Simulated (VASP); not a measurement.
# Si (I4_1/amd) in VASP: further runs, part 2 of 2

VASP 6.6.1.

### Step 4. Relaxation of cell and atoms, PBE

This run uses another cell than the first one: it holds 2 atoms, not 8.

INCAR reads:

```
ALGO     = Fast           # electronic algorithm
EDIFF    = 1E-6           # SCF threshold, eV
EDIFFG   = -0.01          # ionic threshold
ENCUT    = 600            # plane-wave cutoff, eV
GGA      = PE             # functional
IBRION   = 2              # ionic algorithm
ISIF     = 3              # what is computed and relaxed
ISMEAR   = 0              # smearing method
LASPH    = T              # aspherical terms in the spheres
LCHARG   = F              # write CHGCAR
LREAL    = F              # projectors in reciprocal space
LWAVE    = F              # write WAVECAR
NELM     = 100            # most SCF steps
NSW      = 100            # ionic steps
PREC     = Accurate       # precision mode
SIGMA    = 0.1            # smearing width, eV
```

KPOINTS reads:

```
k-points
0
Gamma
  30 30 30
```

POSCAR reads:

```
Si
1.0
   -1.2921256512      1.2921256512      4.5592791839
    1.2921256512     -1.2921256512      4.5592791839
    1.2921256512      1.2921256512     -4.5592791839
Si
2
Direct
    0.2500000000      0.7500000000      0.5000000000
    0.5000000000      0.5000000000      0.0000000000
```

Potentials or basis: VASP PAW PBE potentials, release 64 (Si).

Run with:

```console
$ cat potpaw_PBE.64/Si/POTCAR > POTCAR
$ mpirun -np 1 vasp_std > vasp.out
```

OUTCAR:

```text
EDIFF = 1E-6
   EDIFFG = -0.01
   ENCUT = 600
   GGA = PE
   IBRION = 2
   ISIF = 3
   ISMEAR = 0
   LASPH = T
   LREAL = F
   NELM = 100
   NSW = 100
   PREC = Accurate

 ion  position               nearest neighbor table
   1  0.250  0.750  0.500-   2 2.62   2 2.62   2 2.62   2 2.62
   2  0.500  0.500  0.000-   1 2.62   1 2.62   1 2.62   1 2.62

  LATTYP: Found a body centered tetragonal cell.
 ALAT       =     2.5842513024
 C/A-ratio  =     3.5285106984

  Lattice vectors:

 A1 = (  -1.2921256512,   1.2921256512,   4.5592791839)
 A2 = (   1.2921256512,  -1.2921256512,   4.5592791839)
 A3 = (   1.2921256512,   1.2921256512,  -4.5592791839)

Analysis of symmetry for initial positions (statically):
=====================================================================
 Subroutine PRICEL returns:
 Original cell was already a primitive cell.

 Routine SETGRP: Setting up the symmetry group for a
 body centered tetragonal supercell.

 Subroutine GETGRP returns: Found 16 space group operations
 (whereof  8 operations were pure point group operations)
 out of a pool of 16 trial point group operations.

The static configuration has the point symmetry D_2d.
 The point group associated with its full space group is D_4h.

Analysis of symmetry for dynamics (positions and initial velocities):
=====================================================================
 Subroutine PRICEL returns:
 Original cell was already a primitive cell.

 Routine SETGRP: Setting up the symmetry group for a
 body centered tetragonal supercell.

 Subroutine GETGRP returns: Found 16 space group operations
 (whereof  8 operations were pure point group operations)
 out of a pool of 16 trial point group operations.

The dynamic configuration has the point symmetry D_2d.
 The point group associated with its full space group is D_4h.

 Subroutine INISYM returns: Found 16 space group operations
 (whereof  8 operations are pure point group operations),
 and found     1 'primitive' translations

----------------------------------------------------------------------------------------

                                     Primitive cell

  volume of cell :      30.4485

  direct lattice vectors                    reciprocal lattice vectors
    -1.292125651  1.292125651  4.559279184     0.000000000  0.386959271  0.109666458
     1.292125651 -1.292125651  4.559279184     0.386959271  0.000000000  0.109666458
     1.292125651  1.292125651 -4.559279184     0.386959271  0.386959271  0.000000000

  length of vectors
     4.911843246  4.911843246  4.911843246     0.402199216  0.402199216  0.547243049

  position of ions in fractional coordinates (direct lattice)
     0.250000000  0.750000000  0.500000000
     0.500000000  0.500000000  0.000000000

  ion indices of the primitive-cell ions
   primitive index   ion index
                 1           1
                 2           2

----------------------------------------------------------------------------------------

 KPOINTS: k-points

Automatic generation of k-mesh.
 Grid dimensions read from file:
 generate k-points for:   30   30   30

 Generating k-lattice:

[... 48 lines left out ...]
   ions per type =               2
   NGX,Y,Z   is equivalent  to a cutoff of  13.54, 13.54, 13.54 a.u.
   NGXF,Y,Z  is equivalent  to a cutoff of  27.08, 27.08, 27.08 a.u.
 SYSTEM =  unknown system
   PREC   = accura    normal or accurate (medium, high low for compatibility)
   ISTART =      0    job   : 0-new  1-cont  2-samecut
   ICHARG =      2    charge: 1-file 2-atom 10-const
   ISPIN  =      1    spin polarized calculation?
   LNONCOLLINEAR =      F non collinear calculations
   LSORBIT =      F    spin-orbit coupling
   LASPH  =      T    aspherical Exc in radial PAW
   ENCUT  =  600.0 eV  44.10 Ry    6.64 a.u.   9.81  9.81  9.81*2*pi/ulx,y,z
   NELM   =    100;   NELMIN=  2; NELMDL= -5     # of ELM steps
   EDIFF  = 0.1E-05   stopping-criterion for ELM
   LREAL  =      F    real-space projection
   EDIFFG = -.1E-01   stopping-criterion for IOM
   NSW    =    100    number of steps for IOM
   IBRION =      2    ionic relax: 0-MD 1-quasi-New 2-CG
   NFREE  =      1    steps in history (QN), initial steepest desc. (CG)
   ISIF   =      3    stress and relaxation
   ISYM   =      2    0-nonsym 1-usesym 2-fastsym
   POTIM  = 0.5000    time-step for ionic-motion
   TEBEG  =    0.0;   TEEND  =   0.0 temperature during run
   PSTRESS=    0.0 pullay stress
   NELECT =       8.0000    total number of electrons
   NUPDOWN=      -1.0000    fix difference up-down
   EMIN   =  10.00;   EMAX   =-10.00  energy-range for DOS
   EFERMI =   0.00;   METHOD = LEGACY
   ISMEAR =     0;   SIGMA  =   0.10  broadening in eV -4-tet -1-fermi 0-gaus
   EFERMI_NEDOS =   21; number of points for ismear=-14 and -15
   IALGO  =     68    algorithm
   IMIX   =      4    mixing-type and parameters
     AMIX     =   0.40;   BMIX     =  1.00
     AMIX_MAG =   1.60;   BMIX_MAG =  1.00
  volume/ion in A,a.u.               =      15.22       102.74
  Fermi-wavevector in a.u.,A,eV,Ry     =   1.048535  1.981444 14.958594  1.099426
  Thomas-Fermi vector in A             =   2.183461
   LORBIT       =      0    0 simple, 1 ext, 2 COOP (PROOUT), +10 PAW based schemes
   GGA     = PE    functional components
   LHFCALC =     F    Hartree Fock is set to
   AEXX    =    0.0000 exact exchange contribution
   IVDW    =     0    specifies the selected vdW correction
   LEPSILON=     F    determine dielectric tensor
   LRPA    =     F    only Hartree local field effects (RPA)
 conjugate gradient relaxation of ions
 non-spin polarized calculation
 RMM-DIIS sequential band-by-band and
 Gauss-broadening in eV      SIGMA  =   0.10
  energy-cutoff  :      600.00
  volume of cell :       30.45
 maximum number of plane-waves:      1036
   NGX = 19   NGY = 19   NGZ = 19

--------------------------------------- Ionic step        1  -------------------------------------------

 number of electron       8.0000000 magnetization

 Free energy of the ion-electron system (eV)
  ---------------------------------------------------
  ext. energy  EPLUGINS =         0.00000000
  ---------------------------------------------------
  free energy    TOTEN  =       -10.03030222 eV

  energy without entropy =      -10.02604084  energy(sigma->0) =      -10.02817153

------------------------ aborting loop because EDIFF is reached ----------------------------------------

  FORCE on cell =-STRESS in cart. coord.  units (eV):
  Direction    XX          YY          ZZ          XY          YZ          ZX
  --------------------------------------------------------------------------------------
  -------------------------------------------------------------------------------------
  Total       -0.4582264     -0.4582264      0.7650790      0.0000000     -0.0000000      0.0000000
  in kB      -24.1115446    -24.1115446     40.2579086      0.0000000     -0.0000000      0.0000000
  external PRESSURE =      -2.6550602 kB  Pullay stress =       0.0000000 kB
[... 167 lines left out ...]
--------------------------------------- Ionic step        6  -------------------------------------------

 number of electron       8.0000000 magnetization

 Free energy of the ion-electron system (eV)
  ---------------------------------------------------
  ext. energy  EPLUGINS =         0.00000000
  ---------------------------------------------------
  free energy    TOTEN  =       -10.06501436 eV

  energy without entropy =      -10.06090011  energy(sigma->0) =      -10.06295724

 E-fermi :   9.3174     XC(G=0): -10.9234

 val. band max:        9.3169058417   @ k =  -0.3000   0.4333   0.0667
 cond. band min:       9.3183351860   @ k =  -0.0667   0.4333   0.0667
 fundamental gap:      0.0014293442
 Fermi energy:         9.3173884704

 k-point     1 :       0.0000    0.0000    0.0000
  band No.  band energies     occupation
      1      -4.6083      2.00000
      2       0.7951      2.00000
      3       2.3660      2.00000
      4      16.7424      0.00000
      5      17.4112      0.00000
      6      17.7825      0.00000
      7      17.7825      0.00000
      8      17.9298      0.00000
[... 243 lines left out ...]
 k-point    24 :       0.2667    0.0333   -0.0000
  band No.  band energies     occupation
      1      -2.8409      2.00000
      2       1.3232      2.00000
      3       5.1619      2.00000
      4       8.2018      2.00000
      5       9.8452      0.00000
      6      16.3709      0.00000
      7      17.8983      0.00000
      8      18.8585      0.00000

 [... further k-points ...]

------------------------ aborting loop because EDIFF is reached ----------------------------------------

  FORCE on cell =-STRESS in cart. coord.  units (eV):
  Direction    XX          YY          ZZ          XY          YZ          ZX
  --------------------------------------------------------------------------------------
  -------------------------------------------------------------------------------------
  Total        0.0030332      0.0030332     -0.0036760      0.0000000      0.0000000      0.0000000
  in kB        0.1598026      0.1598026     -0.1936706      0.0000000      0.0000000      0.0000000
  external PRESSURE =       0.0419782 kB  Pullay stress =       0.0000000 kB
[... 17 lines left out ...]
  FREE ENERGIE OF THE ION-ELECTRON SYSTEM (eV)
  ---------------------------------------------------
  free  energy   TOTEN  =       -10.0650143608 eV

  energy  without entropy=      -10.0609001119  energy(sigma->0) =      -10.06295724

 reached required accuracy - stopping structural energy minimisation
```

Run time: 1.8 h. Hardware: 1 thread of Oxide Virtual Turin-like, shared host; peak memory 0.66 GiB.

Results:

```yaml
Free_energy: -10.0650 eV
Relaxed_volume: 15.21 Å³/atom
Relaxed_cell: a = 5.131 Å, b = 5.131 Å, c = 5.131 Å, α = 151.65°, β = 151.65°, γ = 40.53°
Space_group_after_relaxing_to_0.1_Å: I4_1/amd (No. 141)
Energy_gained_by_relaxing: 17.4 meV/atom
Ionic_steps: 6
Pressure_after_relaxing: 0.0 GPa
Band_gap_on_the_k_mesh: zero (bands 4 and 5 overlap by 10.29 eV)
```

The path:
| step | energy change (eV) | largest force (eV/Å) | pressure (GPa) | volume (Å³) |
| --- | --- | --- | --- | --- |
| 1 | 0.0000 | 0.0000 | -0.27 | 30.45 |
| 2 | -0.0197 | 0.0000 | 0.06 | 30.33 |
| 3 | -0.0337 | 0.0000 | 0.96 | 30.10 |
| 4 | -0.0337 | 0.0000 | 1.02 | 30.09 |
| 5 | -0.0342 | 0.0000 | -0.62 | 30.63 |
| 6 | -0.0347 | 0.0000 | 0.00 | 30.41 |

Final structure:
```yaml
crystal:
  lattice:
    - [-1.25675, 1.25675, 4.81357]
    - [1.25675, -1.25675, 4.81357]
    - [1.25675, 1.25675, -4.81357]
  atoms:
    - { symbol: Si, position: [0.25000, 0.75000, 0.50000] }
    - { symbol: Si, position: [0.50000, 0.50000, 0.00000] }
```

Levels at points of the mesh, in eV from the Fermi level:
| k point | band 2 | band 3 | band 4 | band 5 | band 6 | band 7 |
| --- | --- | --- | --- | --- | --- | --- |
| (0.00, 0.00, 0.00) | -8.52 | -6.95 | 7.43 | 8.09 | 8.47 | 8.47 |
| (0.50, 0.00, 0.00) | -7.39 | -5.05 | -4.68 | 0.36 | 2.19 | 9.45 |
| (0.50, 0.50, 0.00) | -3.31 | -2.42 | -2.42 | 0.11 | 0.11 | 3.32 |
| (0.50, 0.50, 0.50) | -12.39 | -0.30 | -0.30 | 7.25 | 7.25 | 7.71 |

### Step 5. The runs side by side

```tsv
task	cell	k mesh	cutoff (eV)	smearing	gap on the mesh (eV)	pressure (GPa)
single point	a = 5.029, b = 5.029, c = 5.131 Å, angles 104.2, 104.2, 90.0°, 8 atoms, atomic positions A	4 × 4 × 4	520	gaussian 0.2 eV	none	-0.6
single point	a = 5.131 Å, angles 151.6, 151.6, 40.5°, 2 atoms, atomic positions B	30 × 30 × 30	520	gaussian 0.1 eV	none	0.0
relaxation of cell and atoms	relaxed from a = 4.912 Å, angles 149.5, 149.5, 43.7°, 2 atoms, atomic positions B	30 × 30 × 30	600	gaussian 0.1 eV	none	0.0
```

Alike in all rows: level PBE; potentials or basis VASP PAW PBE potentials, release 64 (Si); no spin polarisation.

Absolute energies hang on the potentials; compare differences alone.

The gap in the log of VASP goes by the Fermi energy; the results here count the filled bands.